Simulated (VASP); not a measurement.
# BN (R3m) in VASP: further runs, part 2 of 2

VASP 6.6.1. The steps go on from the part before.

## (3) G0W0 quasiparticle levels, PBE

This run uses another cell than the first one, of 5.45 Å³/atom.

File POSCAR:

```
BN
1.0
    0.0558742404      1.7885066868      1.7885066868
    1.7885066868      0.0558742404      1.7885066868
    1.7885066868      1.7885066868      0.0558742404
B N
1 1
Direct
    0.0004442732      0.0004442732      0.0004442732
    0.2495557268      0.2495557268      0.2495557268
```

File INCAR.step1:

```
ALGO = Normal
EDIFF = 1E-8
ENCUT = 500
GGA = PE
ISMEAR = 0
LASPH = True
LCHARG = False
LREAL = False
LWAVE = True
NELM = 60
PREC = Accurate
SIGMA = 0.01
```

File INCAR.step2:

```
ALGO = Exact
EDIFF = 1E-8
ENCUT = 500
GGA = PE
ISMEAR = 0
ISTART = 1
LASPH = True
LCHARG = False
LOPTICS = True
LREAL = False
LWAVE = True
NBANDS = 49
NELM = 1
PREC = Accurate
SIGMA = 0.01
```

File INCAR.step3:

```
ALGO = EVGW0
EDIFF = 1E-8
ENCUT = 500
ENCUTGW = 150.0
GGA = PE
ISMEAR = 0
ISTART = 1
LASPH = True
LCHARG = False
LREAL = False
LWAVE = False
NBANDS = 49
NBANDSGW = 12
NELMGW = 1
NOMEGA = 96
OMEGAMAX = 20
PREC = Accurate
PRECFOCK = Fast
SIGMA = 0.01
```

File KPOINTS:

```
k-points
0
Gamma
  6 6 6
```

Potentials or basis: VASP PAW PBE potentials, release 64 (B_GW, N_GW).

Run with:

```console
$ cat potpaw_PBE.64/B_GW/POTCAR potpaw_PBE.64/N_GW/POTCAR > POTCAR
$ cp INCAR.step1 INCAR
$ mpirun -np 1 vasp_std > vasp.out
$ cp INCAR.step2 INCAR
$ mpirun -np 1 vasp_std > vasp.out
$ cp INCAR.step3 INCAR
$ mpirun -np 1 vasp_std > vasp.out
```

OUTCAR:

```text
EDIFF = 1E-8
   ENCUT = 500
   ENCUTGW = 150.0
   GGA = PE
   ISMEAR = 0
   ISTART = 1
   LASPH = True
   LREAL = False
   NELMGW = 1
   PREC = Accurate
   PRECFOCK = Fast

 ion  position               nearest neighbor table
   1  0.000  0.000  0.000-   2 1.51   2 1.51   2 1.51   2 1.57
   2  0.250  0.250  0.250-   1 1.51   1 1.51   1 1.51   1 1.57

  LATTYP: Found a trigonal (rhomboedric) cell.
 ALAT       =     2.5299474833
 COS(alpha) =     0.5309816077

  Lattice vectors:

 A1 = (   0.0558742404,   1.7885066868,   1.7885066868)
 A2 = (   1.7885066868,   0.0558742404,   1.7885066868)
 A3 = (   1.7885066868,   1.7885066868,   0.0558742404)

Analysis of symmetry for initial positions (statically):
=====================================================================
 Subroutine PRICEL returns:
 Original cell was already a primitive cell.

 Routine SETGRP: Setting up the symmetry group for a
 trigonal (rhombohedral) supercell.

 Subroutine GETGRP returns: Found  6 space group operations
 (whereof  6 operations were pure point group operations)
 out of a pool of 12 trial point group operations.

The static configuration has the point symmetry C_3v.

Analysis of symmetry for dynamics (positions and initial velocities):
=====================================================================
 Subroutine PRICEL returns:
 Original cell was already a primitive cell.

 Routine SETGRP: Setting up the symmetry group for a
 trigonal (rhombohedral) supercell.

 Subroutine GETGRP returns: Found  6 space group operations
[... 122 lines left out ...]
     AMIX     =   0.40;   BMIX     =  1.00
     AMIX_MAG =   1.60;   BMIX_MAG =  1.00
  volume/ion in A,a.u.               =       5.45        36.80
  Fermi-wavevector in a.u.,A,eV,Ry     =   1.476443  2.790072 29.659102  2.179883
  Thomas-Fermi vector in A             =   2.590969
   LORBIT       =      0    0 simple, 1 ext, 2 COOP (PROOUT), +10 PAW based schemes
   GGA     = PE    functional components
   LHFCALC =     T    Hartree Fock is set to
   PRECFOCK=fast      Normal, Fast or Accurate (Low or Medium for compatibility)
   ENCUT4O =  -1.0   cutoff for four orbital integrals eV
   NKREDX  =     1    reduce k-point grid by
   NKREDY  =     1    reduce k-point grid by
   NKREDZ  =     1    reduce k-point grid by
   AEXX    =    1.0000 exact exchange contribution
   HFSCREEN=    0.0000 screening length (either q_TF or 0.3 A-1)
   HFSCREENC=   0.0000 screening length for correlation (either q_TF or 0.3 A-1)
   ENCUTFOCK=  -1.0 apply spherical cutoff to Coloumb kernel
   IVDW    =     0    specifies the selected vdW correction
   LEPSILON=     F    determine dielectric tensor
   LRPA    =     F    only Hartree local field effects (RPA)
   LRPAFORCE           =     F    calculate RPA forces
   ENCUTGW             = 150.0    cutoff for response function in eV
   ENCUTGWSOFT         = 120.0    soft cutoff for Coulomb kernel in GW response function in eV
   ENCUTLF             =  -1.0    cutoff for local field effects
   NELMGW              =     1    number of iterations in solving QP/BSE equation
   NELMHF              =     1    number of iterations in the inner HF iteration
   NKREDLFX            =     1    NKREDLFY  =   1   NKREDLFZ  =   1
 non-spin polarized calculation
 Gauss-broadening in eV      SIGMA  =   0.01
  energy-cutoff  :      500.00
  volume of cell :       10.91
 maximum number of plane-waves:       290
  NGX = 12; NGY = 12; NGZ = 12
   NGX =  9   NGY =  9   NGZ =  9
 maximum number of plane-waves:        59
 NGX is ok and might be reduce to    12

 QP shifts <psi_nk| G(iteration)W_0 |psi_nk>: iteration 1
 for sc-GW calculations column KS-energies equals QP-energies in previous step
 and V_xc(KS)=  KS-energies - (<T + V_ion + V_H > + <T+V_H+V_ion>^1  + <V_x>^1)

 k-point   1 :       0.0000    0.0000    0.0000
  band No.  KS-energies  QP-energies   sigma(KS)   V_xc(KS)     V^pw_x(r,r')   Z            occupation Imag(sigma)

      1     -12.6948     -14.6159     -18.1704     -15.6845     -26.9165       0.7728       2.0000       1.3021
      2       8.2247       7.4549     -19.3042     -18.3794     -21.9839       0.8323       2.0000       0.0273
      3       8.6023       7.8490     -19.5391     -18.6340     -22.3601       0.8322       2.0000       0.0285
      4       8.6023       7.8490     -19.5391     -18.6340     -22.3601       0.8322       2.0000       0.0285
      5      16.4910      17.8146     -12.4798     -14.0546      -7.4859       0.8405       0.0000      -0.0390
      6      18.1223      19.5777     -12.4138     -14.1477      -7.1943       0.8394       0.0000      -0.0428
      7      18.1223      19.5777     -12.4138     -14.1477      -7.1943       0.8394       0.0000      -0.0428
      8      20.5456      21.8347     -13.9726     -15.5420      -8.1590       0.8214       0.0000      -0.0545
      9      34.7361      35.2784     -11.0793     -11.7638      -3.3971       0.7923       0.0000      -0.4721
     10      37.2894      38.5955     -12.1664     -13.7224      -5.6737       0.8394       0.0000      -0.4756
     11      37.2894      38.5955     -12.1664     -13.7224      -5.6737       0.8394       0.0000      -0.4756
     12      37.4557      38.1268     -10.7750     -11.5916      -3.2694       0.8218       0.0000      -0.7573
[... 356 lines left out ...]
      1      -6.3415      -7.8648     -19.6716     -17.6544     -27.1809       0.7552       2.0000       0.4613
      2      -0.2067      -1.8315     -17.8171     -15.7508     -22.5462       0.7863       2.0000       0.0729
      3       1.6363       0.2479     -17.4161     -15.6941     -21.3118       0.8063       2.0000       0.0490
      4       1.9918       0.6070     -17.6876     -15.9711     -21.6658       0.8067       2.0000       0.0484
      5      16.4619      17.5272     -12.9086     -14.1744      -8.0672       0.8416       0.0000      -0.0399
      6      21.2235      22.4033     -12.2384     -13.6468      -6.7108       0.8376       0.0000      -0.0479
      7      24.3919      26.0403     -13.3311     -15.4041      -6.5355       0.7952       0.0000      -0.0926
      8      26.6051      28.4045     -13.7927     -16.0807      -6.6767       0.7865       0.0000      -0.1191
      9      29.3616      31.0864     -14.3616     -16.5747      -6.8997       0.7794       0.0000      -0.1989
     10      35.8007      37.3668     -12.2950     -14.2458      -4.3786       0.8027       0.0000      -0.6188
     11      40.0037      41.1043     -11.9741     -13.3103      -4.3515       0.8237       0.0000      -0.8684
     12      43.5270      44.8852     -11.7366     -13.3926      -3.9956       0.8202       0.0000      -0.9812

 [... further k-points ...]
```

OUTCAR.step1:

```text
EDIFF = 1E-8
   ENCUT = 500
   GGA = PE
   ISMEAR = 0
   LASPH = True
[... 485 lines left out ...]
 -----------------------------------------------------------------------------------
      0.00161      0.00161      0.00161         0.035196      0.035196      0.035196
      0.90661      0.90661      0.90661        -0.035196     -0.035196     -0.035196
 -----------------------------------------------------------------------------------
    total drift:                               -0.000000     -0.000000     -0.000001

  FREE ENERGIE OF THE ION-ELECTRON SYSTEM (eV)
  ---------------------------------------------------
  free  energy   TOTEN  =       -17.2913937740 eV

  energy  without entropy=      -17.2913937740  energy(sigma->0) =      -17.29139377
```

It took 2.1 min on 1 thread of Intel Xeon 8259CL, shared host; peak memory 0.24 GiB.

Results:

| Quantity | Value |
| --- | --- |
| Quasiparticle gap | 5.86 eV |
| Least direct quasiparticle gap | 9.97 eV |
| Band gap of the starting levels on the mesh | 4.36 eV |
| Least direct gap of the starting levels on the mesh | 7.89 eV |

Caveat: the k points lie up to 0.52 Å⁻¹ apart; the cutoff is under 1.25 times the usual one of these potentials, so pressure, stress and relaxed cells hold a basis-set (Pulay) error; bands, screening cutoff and mesh are small and nothing is extrapolated, so the quasiparticle values aren't converged.
